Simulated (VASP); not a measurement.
# Si (I4/mmm) in VASP: a series of runs

The runs below take Si through single point, with PBE.

Everything below comes from runs of VASP 6.6.1. Logs are shortened: lines on timing, memory, paths and dates and some standing lists are left out, and cuts for length are marked.

## Step 1: The cell of the first run

Symmetry: I4/mmm, No. 139, tetragonal system. Conventional cell: a = 6.570 Å, b = 6.570 Å, c = 3.791 Å, α = 90.00°, β = 90.00°, γ = 90.00°. Within 3.1 Å of Si (site symmetry m2m) lie 4 Si at 2.31 to 2.35 Å.

## Step 2: Single point, PBE (20.45 Å³/atom)

Input file INCAR:

```
PREC = Accurate
ENCUT = 520
EDIFF = 1E-6
ISMEAR = 0
SIGMA = 0.05
LREAL = F
LASPH = T
NELM = 60
ALGO = Normal
ISIF = 2
LWAVE = F
LCHARG = T
GGA = PE
LELF = T
LVHAR = T
NBANDS = 16
```

Input file KPOINTS:

```
regular mesh
0
Gamma
  12 12 12
```

Input file POSCAR:

```
Si
1.0
   -3.2850349072      3.2850349072      1.8954813088
    3.2850349072     -3.2850349072      1.8954813088
    3.2850349072      3.2850349072     -1.8954813088
Si
4
Direct
    0.1786105079      0.1786105079      0.3572210158
    0.8213894921      0.8213894921      0.6427789842
    0.1786105079      0.8213894921      0.0000000000
    0.8213894921      0.1786105079      0.0000000000
```

Potentials or basis: VASP PAW PBE potentials, release 64 (Si).

The run is started by

```sh
> cat potpaw_PBE.64/Si/POTCAR > POTCAR
> mpirun -np 1 vasp_std > vasp.out
```

OUTCAR:

```text
PREC = Accurate
   ENCUT = 520
   EDIFF = 1E-6
   ISMEAR = 0
   LREAL = F
   LASPH = T
   NELM = 60
   ISIF = 2
   GGA = PE

 ion  position               nearest neighbor table
   1  0.179  0.179  0.357-   2 2.31   2 2.31   3 2.35   4 2.35
   2  0.821  0.821  0.643-   1 2.31   1 2.31   4 2.35   3 2.35
   3  0.179  0.821  0.000-   4 2.31   4 2.31   2 2.35   1 2.35
   4  0.821  0.179  0.000-   3 2.31   3 2.31   2 2.35   1 2.35

  LATTYP: Found a body centered tetragonal cell.
 ALAT       =     6.5700698144
 C/A-ratio  =     0.5770049215

  Lattice vectors:

 A1 = (  -3.2850349072,   3.2850349072,   1.8954813088)
 A2 = (   3.2850349072,  -3.2850349072,   1.8954813088)
 A3 = (   3.2850349072,   3.2850349072,  -1.8954813088)

Analysis of symmetry for initial positions (statically):
=====================================================================
 Subroutine PRICEL returns:
 Original cell was already a primitive cell.

 Routine SETGRP: Setting up the symmetry group for a
 body centered tetragonal supercell.

 Subroutine GETGRP returns: Found 16 space group operations
 (whereof 16 operations were pure point group operations)
 out of a pool of 16 trial point group operations.

The static configuration has the point symmetry D_4h.

Analysis of symmetry for dynamics (positions and initial velocities):
=====================================================================
 Subroutine PRICEL returns:
 Original cell was already a primitive cell.

 Routine SETGRP: Setting up the symmetry group for a
 body centered tetragonal supercell.

 Subroutine GETGRP returns: Found 16 space group operations
 (whereof 16 operations were pure point group operations)
 out of a pool of 16 trial point group operations.

The dynamic configuration has the point symmetry D_4h.

 Subroutine INISYM returns: Found 16 space group operations
 (whereof 16 operations are pure point group operations),
 and found     1 'primitive' translations

----------------------------------------------------------------------------------------

                                     Primitive cell

  volume of cell :      81.8200

  direct lattice vectors                    reciprocal lattice vectors
    -3.285034907  3.285034907  1.895481309     0.000000000  0.152205384  0.263785244
[... 85 lines left out ...]
   LNONCOLLINEAR =      F non collinear calculations
   LSORBIT =      F    spin-orbit coupling
   LASPH  =      T    aspherical Exc in radial PAW
   ENCUT  =  520.0 eV  38.22 Ry    6.18 a.u.   9.33  9.33  9.33*2*pi/ulx,y,z
   NELM   =     60;   NELMIN=  2; NELMDL= -5     # of ELM steps
   EDIFF  = 0.1E-05   stopping-criterion for ELM
   LREAL  =      F    real-space projection
   EDIFFG = 0.1E-04   stopping-criterion for IOM
   NSW    =      0    number of steps for IOM
   IBRION =     -1    ionic relax: 0-MD 1-quasi-New 2-CG
   NFREE  =      0    steps in history (QN), initial steepest desc. (CG)
   ISIF   =      2    stress and relaxation
   ISYM   =      2    0-nonsym 1-usesym 2-fastsym
   POTIM  = 0.5000    time-step for ionic-motion
   TEBEG  =    0.0;   TEEND  =   0.0 temperature during run
   PSTRESS=    0.0 pullay stress
   NELECT =      16.0000    total number of electrons
   NUPDOWN=      -1.0000    fix difference up-down
   EMIN   =  10.00;   EMAX   =-10.00  energy-range for DOS
   EFERMI =   0.00;   METHOD = LEGACY
   ISMEAR =     0;   SIGMA  =   0.05  broadening in eV -4-tet -1-fermi 0-gaus
   EFERMI_NEDOS =   21; number of points for ismear=-14 and -15
   IALGO  =     38    algorithm
   IMIX   =      4    mixing-type and parameters
     AMIX     =   0.40;   BMIX     =  1.00
     AMIX_MAG =   1.60;   BMIX_MAG =  1.00
  volume/ion in A,a.u.               =      20.45       138.04
  Fermi-wavevector in a.u.,A,eV,Ry     =   0.950229  1.795673 12.285182  0.902935
  Thomas-Fermi vector in A             =   2.078586
   LORBIT       =      0    0 simple, 1 ext, 2 COOP (PROOUT), +10 PAW based schemes
   GGA     = PE    functional components
   LHFCALC =     F    Hartree Fock is set to
   AEXX    =    0.0000 exact exchange contribution
   IVDW    =     0    specifies the selected vdW correction
   LEPSILON=     F    determine dielectric tensor
   LRPA    =     F    only Hartree local field effects (RPA)
 non-spin polarized calculation
 Gauss-broadening in eV      SIGMA  =   0.05
  energy-cutoff  :      520.00
  volume of cell :       81.82
 maximum number of plane-waves:      2240
 NGX is ok and might be reduce to    40
   NGX = 19   NGY = 19   NGZ = 19

 number of electron      16.0000000 magnetization

 Free energy of the ion-electron system (eV)
  ---------------------------------------------------
  ext. energy  EPLUGINS =         0.00000000
  ---------------------------------------------------
  free energy    TOTEN  =       -21.22804430 eV

  energy without entropy =      -21.22803672  energy(sigma->0) =      -21.22804051

 E-fermi :   5.9056     XC(G=0):  -9.2315

 val. band max:        5.8320814858   @ k =   0.5000   0.5000   0.5000
 cond. band min:       5.9790316212   @ k =  -0.1667  -0.1667   0.1667
 fundamental gap:      0.1469501353
 Fermi energy:         5.9056050858

 k-point     1 :       0.0000    0.0000    0.0000
  band No.  band energies     occupation
      1      -6.4851      2.00000
      2      -2.0912      2.00000
      3       0.1570      2.00000
      4       0.1570      2.00000
      5       1.9092      2.00000
      6       4.3191      2.00000
[... 433 lines left out ...]
      3      -1.0001      2.00000
      4       0.9709      2.00000
      5       1.8036      2.00000
      6       2.9026      2.00000
[... 8 lines left out ...]
     15      11.6924      0.00000
     16      12.0871      0.00000

 [... further k-points ...]
[... 5 lines left out ...]
  --------------------------------------------------------------------------------------
  -------------------------------------------------------------------------------------
  Total        2.5063102      2.5063102      2.6246850      0.0000000      0.0000000     -0.0000000
  in kB       49.0778943     49.0778943     51.3958782      0.0000000      0.0000000     -0.0000000
  external PRESSURE =      49.8505556 kB  Pullay stress =       0.0000000 kB

 VOLUME and BASIS-vectors are now :
 -----------------------------------------------------------------------------
  energy-cutoff  :      520.00
  volume of cell :       81.82
      direct lattice vectors                 reciprocal lattice vectors
    -3.285034907  3.285034907  1.895481309     0.000000000  0.152205384  0.263785244
     3.285034907 -3.285034907  1.895481309     0.152205384  0.000000000  0.263785244
     3.285034907  3.285034907 -1.895481309     0.152205384  0.152205384  0.000000000

 POSITION                                       TOTAL-FORCE (eV/Angst)
 -----------------------------------------------------------------------------------
      1.17348      1.17348     -0.00000         0.058353      0.058353     -0.000000
      2.11155      2.11155      1.89548        -0.058353     -0.058353      0.000000
      2.11155     -2.11155      1.89548        -0.058353      0.058353      0.000000
     -2.11155      2.11155      1.89548         0.058353     -0.058353      0.000000
 -----------------------------------------------------------------------------------
    total drift:                               -0.000000     -0.000000      0.000000

  FREE ENERGIE OF THE ION-ELECTRON SYSTEM (eV)
  ---------------------------------------------------
  free  energy   TOTEN  =       -21.2280442970 eV

  energy  without entropy=      -21.2280367197  energy(sigma->0) =      -21.22804051
```

It took 1.7 min on 1 thread of AMD EPYC 9R45 (Zen 5), shared host; peak memory 0.29 GiB.

What came out:

```yaml
Free_energy: -21.2280 eV
Pressure: 5.0 GPa
Largest_force: 0.083 eV/Å
Band_gap_on_the_k_mesh: 0.15 eV (least direct gap 0.38 eV)
```

Forces on the atoms (eV/Å):
```
Si   0.058  0.058  0.000
Si  -0.058 -0.058  0.000
Si  -0.058  0.058  0.000
Si   0.058 -0.058  0.000
```

Caveat: the cell stands under pressure. A k mesh can miss the band edges.

## Step 3: Single point, PBE (21.03 Å³/atom)

This run uses another cell than the first one, of 21.03 Å³/atom.

Input file INCAR:

```
SYSTEM = Si
ALGO = Normal ; EDIFF = 1E-6
ENCUT = 520 ; GGA = PE
ISIF = 2 ; ISMEAR = 0
LASPH = .True. ; LCHARG = .False.
LREAL = .False. ; LWAVE = .False.
NBANDS = 16 ; NELM = 80
PREC = Accurate ; SIGMA = 0.05
```

Input file KPOINTS:

```
k-points
0
Gamma
  12 12 12
  0 0 0
```

Input file POSCAR:

```
Si
1.0
   -3.3602507105      3.3602507105      1.8625869688
    3.3602507105     -3.3602507105      1.8625869688
    3.3602507105      3.3602507105     -1.8625869688
Si
4
Direct
    0.1786105079      0.1786105079      0.3572210158
    0.8213894921      0.8213894921      0.6427789842
    0.1786105079      0.8213894921      0.0000000000
    0.8213894921      0.1786105079      0.0000000000
```

Potentials or basis: VASP PAW PBE potentials, release 64 (Si).

The run is started by

```sh
> cat potpaw_PBE.64/Si/POTCAR > POTCAR
> mpirun -np 1 vasp_std > vasp.out
```

It took 1.7 min on 1 thread of AMD EPYC 9R45 (Zen 5), shared host; peak memory 0.29 GiB.

It converged, with:

```
Free energy            : -21.2260 eV
Pressure               : 2.5 GPa
Largest force          : 0.420 eV/Å
Band gap on the k mesh : 0.22 eV (least direct gap 0.91 eV)
```

Forces on the atoms (eV/Å):
```
Si  -0.297 -0.297  0.000
Si   0.297  0.297  0.000
Si   0.297 -0.297  0.000
Si  -0.297  0.297  0.000
```

Stress tensor (GPa, compression positive):
```
0.02 0.00 0.00
0.00 0.02 0.00
0.00 0.00 7.61
```

Levels at points of the mesh, in eV from the valence-band top:
```csv
k point,band 6,band 7,band 8,band 9,band 10,band 11
"(0.00, 0.00, 0.00)",-1.19,-1.19,-0.43,1.51,1.51,1.86
"(0.50, 0.00, 0.00)",-3.43,-2.25,-1.48,0.88,2.30,3.01
"(0.50, 0.50, 0.00)",-2.00,-1.65,-1.30,1.99,2.09,2.33
"(0.50, 0.50, 0.50)",-0.02,0.00,0.00,0.91,3.19,3.28
```

Caveat: the stress differs along the axes, from 0 to 8 GPa.

(Continued in part 2 of 2.)
